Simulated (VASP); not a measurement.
# FeAgB (Pmmn) in VASP: single point with r2SCAN

Aim: the single point of FeAgB with r2SCAN.

All numbers are computed with VASP 6.6.1; they aren't measurements. Logs are shortened: lines on timing, memory, paths and dates and some standing lists are left out, and cuts for length are marked.

### 1 The cell of the first run

It takes space group Pmmn (No. 59, orthorhombic). Conventional cell: a = 3.145 Å, b = 3.574 Å, c = 7.290 Å, α = 90.00°, β = 90.00°, γ = 90.00°. Within 2.4 Å of Fe (site symmetry mm2) lie 4 B at 1.79 to 2.05 Å and 2 Ag at 2.18 Å. Within 2.9 Å of Ag (site symmetry mm2) lie 2 Fe at 2.18 Å and 5 B at 2.83 to 2.88 Å. Within 2.4 Å of B (site symmetry mm2) lie 4 Fe at 1.79 to 2.05 Å.

### 2 Single point, r2SCAN

POSCAR reads:

```
FeAgB
1.0
    3.5736880000      0.0000000000      0.0000000000
    0.0000000000      7.2903240000      0.0000000000
    0.0000000000      0.0000000000      3.1448450000
Fe Ag B
2 2 2
Direct
    0.0000000000      0.0970000000      0.5000000000
    0.5000000000      0.9030000000      0.0000000000
    0.0000000000      0.3050000000      0.0000000000
    0.5000000000      0.6950000000      0.5000000000
    0.0000000000      0.9170000000      0.0000000000
    0.5000000000      0.0830000000      0.5000000000
```

INCAR.step1 reads:

```
SYSTEM = FeAgB
PREC = Accurate ; ENCUT = 520
ISMEAR = -1 ; SIGMA = 0.1
LREAL = .FALSE. ; LASPH = .TRUE.
NELM = 80 ; NBANDS = 31
GGA = PE ; ALGO = Normal
EDIFF = 1E-4 ; LWAVE = .TRUE.
LCHARG = .FALSE.
```

INCAR.step2 reads:

```
SYSTEM = FeAgB
PREC = Accurate ; ENCUT = 520
EDIFF = 1E-7 ; ISMEAR = -1
SIGMA = 0.1 ; LREAL = .FALSE.
LASPH = .TRUE. ; NELM = 80
ALGO = Normal ; ISIF = 2
LWAVE = .FALSE. ; LCHARG = .FALSE.
METAGGA = R2SCAN ; LMIXTAU = .TRUE.
NBANDS = 31 ; ISTART = 1
```

KPOINTS reads:

```
regular mesh
0
G
  9 5 11
  0 0 0
```

Potentials or basis: VASP PAW PBE potentials, release 64 (Fe, Ag, B).

On the command line:

```console
> cat potpaw_PBE.64/Fe/POTCAR potpaw_PBE.64/Ag/POTCAR potpaw_PBE.64/B/POTCAR > POTCAR
> cp INCAR.step1 INCAR
> mpirun -np 1 vasp_std > vasp.out
> cp INCAR.step2 INCAR
> mpirun -np 1 vasp_std > vasp.out
```

OUTCAR:

```text
SYSTEM = FeAgB
   PREC = Accurate
   ENCUT = 520
   EDIFF = 1E-7
   ISMEAR = -1
   LREAL = .FALSE.
   LASPH = .TRUE.
   NELM = 80
   ISIF = 2
   METAGGA = R2SCAN
   ISTART = 1

 ion  position               nearest neighbor table
   1  0.000  0.097  0.500-   6 1.79   6 1.79   5 2.05   5 2.05   3 2.18   3 2.18   2 2.77   2 2.77
                             2 2.77   2 2.77
   2  0.500  0.903  0.000-   5 1.79   5 1.79   6 2.05   6 2.05   4 2.18   4 2.18   1 2.77   1 2.77
                             1 2.77   1 2.77
   3  0.000  0.305  0.000-   1 2.18   1 2.18   5 2.83   6 2.88   6 2.88   6 2.88   6 2.88
   4  0.500  0.695  0.500-   2 2.18   2 2.18   6 2.83   5 2.88   5 2.88   5 2.88   5 2.88
   5  0.000  0.917  0.000-   2 1.79   2 1.79   1 2.05   1 2.05   3 2.83   4 2.88   4 2.88   4 2.88
                             4 2.88
   6  0.500  0.083  0.500-   1 1.79   1 1.79   2 2.05   2 2.05   4 2.83   3 2.88   3 2.88   3 2.88
                             3 2.88

  LATTYP: Found a simple orthorhombic cell.
 ALAT       =     3.1448450000
 B/A-ratio  =     1.1363637954
 C/A-ratio  =     2.3181822952

  Lattice vectors:

 A1 = (   0.0000000000,   0.0000000000,   3.1448450000)
 A2 = (   3.5736880000,   0.0000000000,   0.0000000000)
 A3 = (   0.0000000000,   7.2903240000,   0.0000000000)

Analysis of symmetry for initial positions (statically):
=====================================================================
 Subroutine PRICEL returns:
 Original cell was already a primitive cell.

 Routine SETGRP: Setting up the symmetry group for a
 simple orthorhombic supercell.

 Subroutine GETGRP returns: Found  8 space group operations
 (whereof  4 operations were pure point group operations)
 out of a pool of  8 trial point group operations.

The static configuration has the point symmetry C_2v.
 The point group associated with its full space group is D_2h.

Analysis of symmetry for dynamics (positions and initial velocities):
=====================================================================
 Subroutine PRICEL returns:
 Original cell was already a primitive cell.

 Routine SETGRP: Setting up the symmetry group for a
 simple orthorhombic supercell.

 Subroutine GETGRP returns: Found  8 space group operations
 (whereof  4 operations were pure point group operations)
 out of a pool of  8 trial point group operations.

The dynamic configuration has the point symmetry C_2v.
 The point group associated with its full space group is D_2h.

 Subroutine INISYM returns: Found  8 space group operations
 (whereof  4 operations are pure point group operations),
 and found     1 'primitive' translations

----------------------------------------------------------------------------------------

                                     Primitive cell

  volume of cell :      81.9337

  direct lattice vectors                    reciprocal lattice vectors
     3.573688000  0.000000000  0.000000000     0.279822973  0.000000000  0.000000000
     0.000000000  7.290324000  0.000000000     0.000000000  0.137168115  0.000000000
     0.000000000  0.000000000  3.144845000     0.000000000  0.000000000  0.317980695

  length of vectors
     3.573688000  7.290324000  3.144845000     0.279822973  0.137168115  0.317980695

  position of ions in fractional coordinates (direct lattice)
     0.000000000  0.097000000  0.500000000
     0.500000000  0.903000000  0.000000000
     0.000000000  0.305000000  0.000000000
     0.500000000  0.695000000  0.500000000
     0.000000000  0.917000000  0.000000000
     0.500000000  0.083000000  0.500000000

  ion indices of the primitive-cell ions
   primitive index   ion index
                 1           1
                 2           2
                 3           3
                 4           4
                 5           5
                 6           6

----------------------------------------------------------------------------------------

 KPOINTS: regular mesh

Automatic generation of k-mesh.
 Grid dimensions read from file:
 generate k-points for:    9    5   11

 Generating k-lattice:

  Cartesian coordinates                     Fractional coordinates (reciprocal lattice)
     0.031091441  0.000000000  0.000000000     0.111111111  0.000000000  0.000000000
     0.000000000  0.027433623  0.000000000     0.000000000  0.200000000  0.000000000
     0.000000000  0.000000000  0.028907336     0.000000000  0.000000000  0.090909091

  Length of vectors
     0.031091441  0.027433623  0.028907336

  Shift w.r.t. Gamma in fractional coordinates (k-lattice)
     0.000000000  0.000000000  0.000000000

 Subroutine IBZKPT returns following result:
 ===========================================

 Found     90 irreducible k-points:

 Following reciprocal coordinates:
            Coordinates               Weight
  0.000000  0.000000  0.000000      1.000000
  0.111111  0.000000  0.000000      2.000000
  0.222222  0.000000  0.000000      2.000000
  0.333333  0.000000  0.000000      2.000000
  0.444444  0.000000  0.000000      2.000000
  0.000000  0.200000  0.000000      2.000000
[... 16 lines left out ...]
  0.222222  0.200000  0.090909      8.000000
  0.333333  0.200000  0.090909      8.000000
 [... further k-points ...]
   k-points           NKPTS =     90   k-points in BZ     NKDIM =     90   number of bands    NBANDS=     31
   number of dos      NEDOS =    301   number of ions     NIONS =      6
   total plane-waves  NPLWV =  36288
   dimension x,y,z NGX =    28 NGY =   54 NGZ =   24
   dimension x,y,z NGXF=    56 NGYF=  108 NGZF=   48
   ions per type =               2   2   2
   NGX,Y,Z   is equivalent  to a cutoff of  13.03, 12.31, 12.69 a.u.
   NGXF,Y,Z  is equivalent  to a cutoff of  26.05, 24.63, 25.37 a.u.
 SYSTEM =  FeAgB
   PREC   = accura    normal or accurate (medium, high low for compatibility)
   ISTART =      1    job   : 0-new  1-cont  2-samecut
   ICHARG =      0    charge: 1-file 2-atom 10-const
   ISPIN  =      1    spin polarized calculation?
   LNONCOLLINEAR =      F non collinear calculations
   LSORBIT =      F    spin-orbit coupling
   LASPH  =      T    aspherical Exc in radial PAW
   ENCUT  =  520.0 eV  38.22 Ry    6.18 a.u.   6.64 13.56  5.85*2*pi/ulx,y,z
   NELM   =     80;   NELMIN=  2; NELMDL=  0     # of ELM steps
   EDIFF  = 0.1E-06   stopping-criterion for ELM
   LREAL  =      F    real-space projection
   EDIFFG = 0.1E-05   stopping-criterion for IOM
   NSW    =      0    number of steps for IOM
   IBRION =     -1    ionic relax: 0-MD 1-quasi-New 2-CG
   NFREE  =      0    steps in history (QN), initial steepest desc. (CG)
   ISIF   =      2    stress and relaxation
   ISYM   =      2    0-nonsym 1-usesym 2-fastsym
   POTIM  = 0.5000    time-step for ionic-motion
   TEBEG  =    0.0;   TEEND  =   0.0 temperature during run
   PSTRESS=    0.0 pullay stress
   NELECT =      44.0000    total number of electrons
   NUPDOWN=      -1.0000    fix difference up-down
   EMIN   =  10.00;   EMAX   =-10.00  energy-range for DOS
   EFERMI =   0.00;   METHOD = LEGACY
   ISMEAR =    -1;   SIGMA  =   0.10  broadening in eV -4-tet -1-fermi 0-gaus
   EFERMI_NEDOS =   21; number of points for ismear=-14 and -15
   IALGO  =     38    algorithm
   IMIX   =      4    mixing-type and parameters
     AMIX     =   0.40;   BMIX     =  1.00
     AMIX_MAG =   1.60;   BMIX_MAG =  1.00
  volume/ion in A,a.u.               =      13.66        92.15
  Fermi-wavevector in a.u.,A,eV,Ry     =   1.330673  2.514608 24.091724  1.770692
  Thomas-Fermi vector in A             =   2.459742
   LORBIT       =      0    0 simple, 1 ext, 2 COOP (PROOUT), +10 PAW based schemes
   METAGGA = R2SCAN    functional components
   LHFCALC =     F    Hartree Fock is set to
   AEXX    =    0.0000 exact exchange contribution
   IVDW    =     0    specifies the selected vdW correction
   LEPSILON=     F    determine dielectric tensor
   LRPA    =     F    only Hartree local field effects (RPA)
 non-spin polarized calculation
  energy-cutoff  :      520.00
  volume of cell :       81.93
 maximum number of plane-waves:      2227
 NGX is ok and might be reduce to    28
   NGX = 13   NGY = 27   NGZ = 11

 number of electron      44.0000001 magnetization

 Free energy of the ion-electron system (eV)
  ---------------------------------------------------
  ext. energy  EPLUGINS =         0.00000000
  ---------------------------------------------------
  free energy    TOTEN  =       -77.11873808 eV

  energy without entropy =      -76.94480590  energy(sigma->0) =      -77.03177199

 E-fermi :   5.4282     XC(G=0): -11.9970

 val. band max:        5.4267183076   @ k =   0.2222   0.0000   0.0909
 cond. band min:       5.4382080996   @ k =   0.2222   0.0000   0.0000
 fundamental gap:      0.0114897919
 Fermi energy:         5.4281983479

 k-point     1 :       0.0000    0.0000    0.0000
  band No.  band energies     occupation
      1      -6.0430      2.00000
      2      -2.2677      2.00000
      3      -0.7830      2.00000
      4      -0.7565      2.00000
      5      -0.1674      2.00000
      6      -0.0475      2.00000
[... 23 lines left out ...]
     30      11.7717      0.00000
     31      14.2519      0.00000

 k-point     2 :       0.1111    0.0000    0.0000
  band No.  band energies     occupation
      1      -5.9016      2.00000
      2      -2.1856      2.00000
      3      -0.7794      2.00000
      4      -0.7445      2.00000
      5      -0.2436      2.00000
      6      -0.0520      2.00000
[... 23 lines left out ...]
     30      11.8961      0.00000
     31      13.5738      0.00000

 k-point     3 :       0.2222    0.0000    0.0000
  band No.  band energies     occupation
      1      -5.4839      2.00000
      2      -2.0203      2.00000
      3      -0.7844      2.00000
      4      -0.7183      2.00000
      5      -0.4447      2.00000
      6      -0.0628      2.00000
[... 703 lines left out ...]
     30      12.7131      0.00000
     31      12.9739      0.00000

 k-point    24 :       0.3333    0.2000    0.0909
  band No.  band energies     occupation
      1      -4.7098      2.00000
      2      -2.1211      2.00000
      3      -0.7334      2.00000
      4      -0.6303      2.00000
      5      -0.4743      2.00000
      6      -0.0800      2.00000
[... 23 lines left out ...]
     30      12.7471      0.00000
     31      13.2701      0.00000

 [... further k-points ...]
[... 5 lines left out ...]
  --------------------------------------------------------------------------------------
  -------------------------------------------------------------------------------------
  Total       15.6713102     13.9379601     16.1632607      0.0000000      0.0000000      0.0000000
  in kB      306.4454523    272.5505667    316.0653231      0.0000000      0.0000000      0.0000000
  external PRESSURE =     298.3537807 kB  Pullay stress =       0.0000000 kB

 VOLUME and BASIS-vectors are now :
 -----------------------------------------------------------------------------
  energy-cutoff  :      520.00
  volume of cell :       81.93
      direct lattice vectors                 reciprocal lattice vectors
     3.573688000  0.000000000  0.000000000     0.279822973  0.000000000  0.000000000
     0.000000000  7.290324000  0.000000000     0.000000000  0.137168115  0.000000000
     0.000000000  0.000000000  3.144845000     0.000000000  0.000000000  0.317980695

 POSITION                                       TOTAL-FORCE (eV/Angst)
 -----------------------------------------------------------------------------------
      0.00000      0.70716      1.57242         0.000000     -7.501903      0.000000
      1.78684      6.58316      0.00000         0.000000      7.501903      0.000000
      0.00000      2.22355      0.00000         0.000000      6.107485      0.000000
      1.78684      5.06678      1.57242         0.000000     -6.107485      0.000000
      0.00000      6.68523      0.00000         0.000000     -0.775128      0.000000
      1.78684      0.60510      1.57242         0.000000      0.775128      0.000000
 -----------------------------------------------------------------------------------
    total drift:                                0.000000      0.000000      0.000000

  FREE ENERGIE OF THE ION-ELECTRON SYSTEM (eV)
  ---------------------------------------------------
  free  energy   TOTEN  =       -77.1187380777 eV

  energy  without entropy=      -76.9448059020  energy(sigma->0) =      -77.03177199
```

Wall time 9.3 min (1 thread of Oxide Virtual Turin-like, shared host); peak memory 0.32 GiB.

What came out:

```
Free energy            : -77.1187 eV
Pressure               : 29.8 GPa
Largest force          : 7.502 eV/Å
Band gap on the k mesh : zero (band 22 reaches 5.49 eV, above the bottom of band 23 at 5.31 eV)
```

Forces in eV/Å, atoms in the order of the input:
```
Fe   0.000 -7.502  0.000
Fe   0.000  7.502  0.000
Ag   0.000  6.107  0.000
Ag   0.000 -6.107  0.000
B    0.000 -0.775  0.000
B    0.000  0.775  0.000
```

Caveat: the PAW data sets were made with another functional, which shifts forces and pressure a little. Spin polarisation is off, so any magnetic state and its effect on volume and gap are missing.
